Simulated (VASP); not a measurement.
# Al3C2 (P1) in VASP: relaxation of cell and atoms with PBE

Aim: the relaxation of cell and atoms of Al3C2 with PBE.

Everything below comes from runs of VASP 6.6.1. Logs are shortened: lines on timing, memory, paths and dates and some standing lists are left out, and cuts for length are marked.

**1. The cell of the first run**

The typed cell holds 10 atoms: a = 3.070 Å, b = 5.231 Å, c = 7.012 Å, α = 97.11°, β = 102.39°, γ = 90.04°.

**2. Relaxation of cell and atoms, PBE**

INCAR reads:

```
SYSTEM = Al3C2
PREC = Accurate
ENCUT = 600
EDIFF = 1E-7
ISMEAR = 0
SIGMA = 0.2
LREAL = .FALSE.
LASPH = .TRUE.
NELM = 80
ALGO = Normal
ISIF = 3
LWAVE = .FALSE.
LCHARG = .FALSE.
GGA = PE
IBRION = 2
NSW = 80
EDIFFG = -0.025
```

KPOINTS reads:

```
regular mesh
0
G
  8 4 8
  0 0 0
```

POSCAR reads:

```
Al3C2
1.0
    1.5358042820     -2.6582226048     -0.0069106762
   -4.5306867123     -2.6139247509     -0.0009985124
   -0.0064391780      1.7512933269     -6.7897677727
Al C
6 4
Direct
    0.4841318820      0.4892875629      0.0161153075
   -0.0215395013      0.0060731707      0.0051733129
    0.6532616956      0.8951511888      0.3080865141
    0.1591765536      0.4159519680      0.3334597648
    0.8866148672      0.5689396413      0.6857901195
    0.3643592029      0.1032544321      0.6657020700
    0.3645819638      0.7975879648      0.8272151547
    0.9023819775      0.3172309204      0.8047956331
    0.1171230866      0.7192390123      0.1778373715
    0.5899082720      0.1872841390      0.1758247519
```

Potentials or basis: VASP PAW PBE potentials, release 64 (Al, C).

Command:

```sh
$ cat potpaw_PBE.64/Al/POTCAR potpaw_PBE.64/C/POTCAR > POTCAR
$ mpirun -np 1 vasp_std > vasp.out
```

OUTCAR:

```text
SYSTEM = Al3C2
   PREC = Accurate
   ENCUT = 600
   EDIFF = 1E-7
   ISMEAR = 0
   LREAL = .FALSE.
   LASPH = .TRUE.
   NELM = 80
   ISIF = 3
   GGA = PE
   IBRION = 2
   NSW = 80
   EDIFFG = -0.025

 ion  position               nearest neighbor table
   1  0.484  0.489  0.016-  10 2.03   9 2.05   8 2.17   7 2.19   8 2.27   9 2.29   4 2.69   5 2.71
                             3 2.73   4 2.76   5 2.92   6 2.94   2 2.95   2 2.95   2 3.12   2 3.12
   2  0.978  0.006  0.005-  10 2.02   9 2.03   7 2.11  10 2.15   7 2.22   8 2.26   3 2.66   3 2.75
                             6 2.80   4 2.90   1 2.95   1 2.95   5 2.96   6 2.97   1 3.12   1 3.12
   3  0.653  0.895  0.308-  10 1.87   9 1.88   9 2.02   2 2.66   1 2.73   2 2.75   6 2.92   4 2.95
                             4 2.97   6 3.03   4 3.10   4 3.12   5 3.28
   4  0.159  0.416  0.333-   9 2.02  10 2.13  10 2.17   1 2.69   1 2.76   5 2.80   2 2.90   3 2.95
                             6 2.97   3 2.97   5 2.98   3 3.10   3 3.12
   5  0.887  0.569  0.686-   8 1.64   7 1.91   7 2.32   1 2.71   4 2.80   6 2.85   6 2.89   1 2.92
                             2 2.96   4 2.98   6 3.19   6 3.23   3 3.28
   6  0.364  0.103  0.666-   8 1.99   7 2.07   8 2.13   2 2.80   5 2.85   5 2.89   3 2.92   1 2.94
                             4 2.97   2 2.97   3 3.03   5 3.19   5 3.23
   7  0.365  0.798  0.827-   5 1.91   6 2.07   2 2.11   1 2.19   2 2.22   5 2.32
   8  0.902  0.317  0.805-   5 1.64   6 1.99   6 2.13   1 2.17   2 2.26   1 2.27
   9  0.117  0.719  0.178-   3 1.88   3 2.02   4 2.02   2 2.03   1 2.05   1 2.29
  10  0.590  0.187  0.176-   3 1.87   2 2.02   1 2.03   4 2.13   2 2.15   4 2.17

  LATTYP: Found a triclinic cell.
 ALAT       =     7.0254050612
 B/A-ratio  =     0.4369852470
 C/A-ratio  =     0.7445339400
 COS(alpha) =     0.0006132292
 COS(beta)  =     0.1238628089
 COS(gamma) =     0.2228578925

  Lattice vectors:

 A1 = (  -1.5293651040,   0.9069292779,   6.7966784489)
 A2 = (  -1.5358042820,   2.6582226048,   0.0069106762)
 A3 = (  -4.5306867123,  -2.6139247509,  -0.0009985124)

Analysis of symmetry for initial positions (statically):
=====================================================================
 Subroutine PRICEL returns:
 Original cell was already a primitive cell.

 Routine SETGRP: Setting up the symmetry group for a
 triclinic supercell.

 Subroutine GETGRP returns: Found  1 space group operations
 (whereof  1 operations were pure point group operations)
 out of a pool of  2 trial point group operations.

The static configuration has the point symmetry C_1 .

Analysis of symmetry for dynamics (positions and initial velocities):
=====================================================================
[... 152 lines left out ...]
   LHFCALC =     F    Hartree Fock is set to
   AEXX    =    0.0000 exact exchange contribution
   IVDW    =     0    specifies the selected vdW correction
   LEPSILON=     F    determine dielectric tensor
   LRPA    =     F    only Hartree local field effects (RPA)
 conjugate gradient relaxation of ions
 non-spin polarized calculation
 Gauss-broadening in eV      SIGMA  =   0.20
  energy-cutoff  :      600.00
  volume of cell :      109.09
 maximum number of plane-waves:      3664
 NGX is ok and might be reduce to    28
   NGX = 13   NGY = 21   NGZ = 27

--------------------------------------- Ionic step        1  -------------------------------------------

 number of electron      34.0000000 magnetization

 Free energy of the ion-electron system (eV)
  ---------------------------------------------------
  ext. energy  EPLUGINS =         0.00000000
  ---------------------------------------------------
  free energy    TOTEN  =       -55.53126534 eV

  energy without entropy =      -55.45054817  energy(sigma->0) =      -55.49090675

------------------------ aborting loop because EDIFF is reached ----------------------------------------

  FORCE on cell =-STRESS in cart. coord.  units (eV):
  Direction    XX          YY          ZZ          XY          YZ          ZX
  --------------------------------------------------------------------------------------
  -------------------------------------------------------------------------------------
  Total       12.1936539     11.1170829      7.0010814      7.3224793     -2.4028643     -6.1898836
  in kB      179.0883178    163.2767081    102.8249531    107.5453276    -35.2908920    -90.9108820
  external PRESSURE =     148.3966597 kB  Pullay stress =       0.0000000 kB
[... 113 lines left out ...]
  FREE ENERGIE OF THE ION-ELECTRON SYSTEM (eV)
  ---------------------------------------------------
  free  energy   TOTEN  =       -57.2741975007 eV

  energy  without entropy=      -57.1916170812  energy(sigma->0) =      -57.23290729

[... ionic steps 4 to 23 ...]

--------------------------------------- Ionic step       24  -------------------------------------------

 number of electron      33.9999999 magnetization

------------------------ aborting loop because EDIFF is reached ----------------------------------------
[... 83 lines left out ...]
--------------------------------------- Ionic step       26  -------------------------------------------

 number of electron      33.9999999 magnetization

 Free energy of the ion-electron system (eV)
  ---------------------------------------------------
  ext. energy  EPLUGINS =         0.00000000
  ---------------------------------------------------
  free energy    TOTEN  =       -57.88798125 eV

  energy without entropy =      -57.81864925  energy(sigma->0) =      -57.85331525

 E-fermi :   7.9089     XC(G=0): -10.9410

 val. band max:        7.8977991264   @ k =   0.3750  -0.0000   0.0000
 cond. band min:       7.9135945054   @ k =   0.5000   0.2500   0.3750
 fundamental gap:      0.0157953791
 Fermi energy:         7.9089384798

 k-point     1 :       0.0000    0.0000    0.0000
  band No.  band energies     occupation
      1      -6.2110      2.00000
      2      -4.3226      2.00000
      3      -2.9700      2.00000
      4      -2.2943      2.00000
      5       0.0302      2.00000
      6       0.4187      2.00000
[... 613 lines left out ...]
     22      12.6221      0.00000
     23      12.7696      0.00000

 [... further k-points ...]

------------------------ aborting loop because EDIFF is reached ----------------------------------------

  FORCE on cell =-STRESS in cart. coord.  units (eV):
  Direction    XX          YY          ZZ          XY          YZ          ZX
  --------------------------------------------------------------------------------------
  -------------------------------------------------------------------------------------
  Total        0.0167668      0.0035042      0.0353481     -0.0236891     -0.0197341      0.0333918
  in kB        0.2341430      0.0489354      0.4936265     -0.3308114     -0.2755810      0.4663069
  external PRESSURE =       0.2589017 kB  Pullay stress =       0.0000000 kB
[... 25 lines left out ...]
  FREE ENERGIE OF THE ION-ELECTRON SYSTEM (eV)
  ---------------------------------------------------
  free  energy   TOTEN  =       -57.8879812523 eV

  energy  without entropy=      -57.8186492525  energy(sigma->0) =      -57.85331525

 reached required accuracy - stopping structural energy minimisation
```

OSZICAR:

```text
N       E                     dE             d eps       ncg     rms          rms(c)
DAV:   1     0.109021676933E+03    0.10902E+03   -0.15787E+04  6072   0.143E+03
DAV:   2    -0.557433279535E+02   -0.16477E+03   -0.15632E+03  8305   0.222E+02
DAV:   3    -0.669581116375E+02   -0.11215E+02   -0.11075E+02  7788   0.590E+01
[... 239 lines left out ...]
DAV:   2    -0.578880043459E+02    0.13844E-04   -0.10408E-03  7950   0.195E-01    0.307E-02
DAV:   3    -0.578879846757E+02    0.19670E-04   -0.62051E-05  7507   0.499E-02    0.154E-02
DAV:   4    -0.578879809611E+02    0.37145E-05   -0.20844E-05  8037   0.259E-02    0.602E-03
DAV:   5    -0.578879812183E+02   -0.25712E-06   -0.29883E-06  7563   0.992E-03    0.324E-03
DAV:   6    -0.578879812523E+02   -0.34044E-07   -0.22526E-07  5665   0.324E-03
  26 F= -.57887981E+02 E0= -.57853315E+02  d E =-.343662E-03
```

CONTCAR:

```text
Al3C2
   1.00000000000000
     1.5621276361629697   -2.7136499898095305   -0.0153854970265368
    -4.7097936187409255   -2.7263958860403470    0.0195146123368423
     0.0482172562317381    1.7950560228875216   -6.7289627380449417
  Al              C
     6     4
Direct
     0.4993334178567558    0.5003247556040811    0.9997627797577588
     0.9993089224214392    0.9994133471699170    0.0002027948824114
     0.6497693448534508    0.8889850521488144    0.3160807757599408
     0.1500292328457834    0.3890025541170697    0.3151651516700951
     0.8499879394806781    0.6112435712723622    0.6839870620442075
     0.3512051731629151    0.1110346969643304    0.6849960574129056
     0.4111410353771955    0.8008088448275528    0.8136314546778596
     0.9122346138798257    0.3011568530173861    0.8138108674774098
     0.0883125985826052    0.6991685810560863    0.1861858599062157
     0.5886777214393565    0.1988617441224050    0.1861771964111890

  0.00000000E+00  0.00000000E+00  0.00000000E+00
  0.00000000E+00  0.00000000E+00  0.00000000E+00
  0.00000000E+00  0.00000000E+00  0.00000000E+00
  0.00000000E+00  0.00000000E+00  0.00000000E+00
  0.00000000E+00  0.00000000E+00  0.00000000E+00
  0.00000000E+00  0.00000000E+00  0.00000000E+00
  0.00000000E+00  0.00000000E+00  0.00000000E+00
  0.00000000E+00  0.00000000E+00  0.00000000E+00
  0.00000000E+00  0.00000000E+00  0.00000000E+00
  0.00000000E+00  0.00000000E+00  0.00000000E+00
```

Wall time 2 h (1 thread of AMD EPYC 7R43 (Zen 3), shared host); peak memory 0.44 GiB.

What came out:

```yaml
Free_energy: -57.8880 eV
Relaxed_volume: 11.47 Å³/atom
Relaxed_cell: a = 3.131 Å, b = 5.442 Å, c = 6.964 Å, α = 97.97°, β = 102.43°, γ = 89.86°
Space_group_after_relaxing_to_0.1_Å: C2/m (No. 12)
Energy_gained_by_relaxing: 235.7 meV/atom
Ionic_steps: 26
Pressure_after_relaxing: 0.0 GPa
Largest_force_after_relaxing: 0.024 eV/Å
Band_gap_on_the_k_mesh: zero (bands 17 and 18 overlap by 1.91 eV)
```

Forces on the atoms (eV/Å):
```
Al   0.010 -0.009 -0.006
Al  -0.003 -0.020 -0.003
Al   0.004  0.000  0.013
Al   0.000  0.011 -0.009
Al   0.008  0.012 -0.003
Al  -0.011 -0.001  0.022
C   -0.005 -0.005 -0.017
C   -0.015  0.015  0.001
C    0.005  0.001  0.002
C    0.006 -0.004 -0.001
```

The path:
```tsv
step	energy change (eV)	largest force (eV/Å)	pressure (GPa)	volume (Å³)
1	0.0000	9.0681	14.84	109.09
2	-0.5546	3.1875	-9.93	125.55
3	-1.7429	1.6316	-2.34	115.96
4	-1.7517	1.6539	-1.88	115.64
5	-1.7573	1.6947	-1.04	115.07
6	-2.1330	0.9210	-1.03	114.76
7	-2.1860	0.7265	-0.39	114.59
8	-2.3049	0.4287	0.87	114.02
9	-2.3085	0.4598	1.19	113.91
10	-2.3407	0.2176	-0.69	115.23
11	-2.3408	0.2206	-0.77	115.28
12	-2.3491	0.1136	0.25	114.70
13	-2.3491	0.1144	0.26	114.69
14	-2.3512	0.0738	0.01	114.89
15	-2.3515	0.0708	-0.13	115.00
16	-2.3527	0.0516	-0.04	114.95
17	-2.3528	0.0560	0.01	114.92
18	-2.3536	0.0447	0.00	114.90
19	-2.3538	0.0580	0.00	114.88
20	-2.3545	0.0341	0.00	114.85
21	-2.3549	0.0671	0.01	114.82
22	-2.3555	0.0409	0.01	114.80
23	-2.3558	0.0492	0.03	114.78
24	-2.3563	0.0308	-0.03	114.80
25	-2.3564	0.0334	-0.06	114.81
26	-2.3567	0.0245	0.03	114.73
```

Final structure:
```xyz
10
Lattice="1.5621 -2.7136 -0.0154 -4.7098 -2.7264 0.0195 0.0482 1.7951 -6.7290" Properties=species:S:1:pos:R:3 pbc="T T T"
Al   -1.5282   -0.9245   -6.7253
Al   -3.1460   -5.4362    0.0028
Al   -3.1567   -3.6196   -2.1195
Al   -1.5826   -0.9020   -2.1155
Al   -1.5181   -2.7453   -4.6037
Al    0.0587   -0.0262   -4.6125
C    -3.0902   -1.8385   -5.4656
C     0.0459   -1.8357   -5.4843
C    -3.1460   -1.8116   -1.2406
C    -0.0080   -1.8054   -1.2580
```

Levels at points of the mesh, in eV from the Fermi level:
| k point | band 13 | band 14 | band 15 | band 16 | band 17 | band 18 | band 19 | band 20 | band 21 | band 22 |
| --- | --- | --- | --- | --- | --- | --- | --- | --- | --- | --- |
| (0.00, 0.00, 0.00) | -1.31 | -0.65 | -0.40 | -0.36 | 0.04 | 0.07 | 1.55 | 3.45 | 5.60 | 5.61 |
| (0.50, 0.00, 0.00) | -3.53 | -3.52 | -1.47 | -1.46 | -0.12 | -0.11 | 1.95 | 1.95 | 4.25 | 4.26 |
| (0.00, 0.50, 0.00) | -1.47 | -1.47 | -0.67 | -0.67 | -0.22 | -0.21 | 4.05 | 4.06 | 4.81 | 4.81 |
| (0.50, 0.50, 0.00) | -2.29 | -2.27 | -1.37 | -1.22 | -0.66 | -0.40 | 1.49 | 2.08 | 3.35 | 3.45 |
| (0.00, 0.00, 0.50) | -0.67 | -0.45 | -0.41 | 0.09 | 0.12 | 1.58 | 2.11 | 3.47 | 4.01 | 4.95 |
| (0.50, 0.00, 0.50) | -3.51 | -3.50 | -1.50 | -1.49 | -0.22 | -0.21 | 2.04 | 2.04 | 4.05 | 4.06 |
| (0.00, 0.50, 0.50) | -1.53 | -1.52 | -0.59 | -0.58 | 0.85 | 0.86 | 4.03 | 4.04 | 5.36 | 5.36 |
| (0.50, 0.50, 0.50) | -2.33 | -2.23 | -1.33 | -1.25 | -0.66 | -0.62 | 1.54 | 1.79 | 3.36 | 3.42 |
